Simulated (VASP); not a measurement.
Set up this calculation in VASP 6.6.1, as the native input.

```yaml
Task: relaxation of cell and atoms
Functional: PBEsol
Potentials_or_basis: VASP PAW PBE potentials, release 64 (W_sv)
Cutoff: 600 eV
k_mesh: 6 × 6 × 2
Occupations: gaussian, width 0.1 eV
Spin: no spin polarisation
Dipole_correction: no
Further_INCAR_settings: ALGO = Normal; EDIFF = 1e-06; IBRION = 2; EDIFFG = -0.04; NSW = 90; ISIF = 3
```

The structure of W lies in POSCAR:

```
W
1.0
    2.9009331593      0.0000000000      0.0000000000
   -1.4504665796      2.5122818107      0.0000000000
    0.0000000000      0.0000000000      9.3560820043
W
4
Direct
    0.0000000000      0.0000000000      0.0000000000
    0.0000000000      0.0000000000      0.5000000000
    0.3333333333      0.6666666667      0.7500000000
    0.6666666667      0.3333333333      0.2500000000
```

These files were run (other wordings do the same):

INCAR

```
PREC = Accurate
ENCUT = 600
EDIFF = 1E-6
ISMEAR = 0
SIGMA = 0.1
LREAL = False
LASPH = True
NELM = 100
ALGO = Normal
ISIF = 3
LWAVE = False
LCHARG = False
GGA = PS
IBRION = 2
NSW = 90
EDIFFG = -0.04
```

KPOINTS

```
regular mesh
0
Gamma
  6 6 2
```

Potentials or basis: VASP PAW PBE potentials, release 64 (W_sv).

Command:

```console
$ cat potpaw_PBE.64/W_sv/POTCAR > POTCAR
$ mpirun -np 1 vasp_std > vasp.out
```

It gave:

* Relaxed volume: 16.11 Å³/atom
* Relaxed cell: a = 2.761 Å, b = 2.761 Å, c = 9.760 Å, α = 90.00°, β = 90.00°, γ = 120.00°
* Space group after relaxing (to 0.05 Å): P6_3/mmc (No. 194)
* Energy gained by relaxing: 110.5 meV/atom
* Ionic steps: 12
* Pressure after relaxing: -0.1 GPa
* Band gap on the k mesh: zero (band 28 reaches 12.22 eV, above the bottom of band 29 at 10.48 eV)

Caveat: the k points lie up to 0.44 Å⁻¹ apart in the final cell; the PAW data sets were made with another functional, which shifts forces and pressure a little; spin-orbit coupling is left out, which moves the levels of the heavy elements.

Run time: 3.4 min on 1 thread of Intel(R) Xeon(R) Platinum 8488C (Sapphire Rapids), on a shared host, peak memory 0.22 GiB.
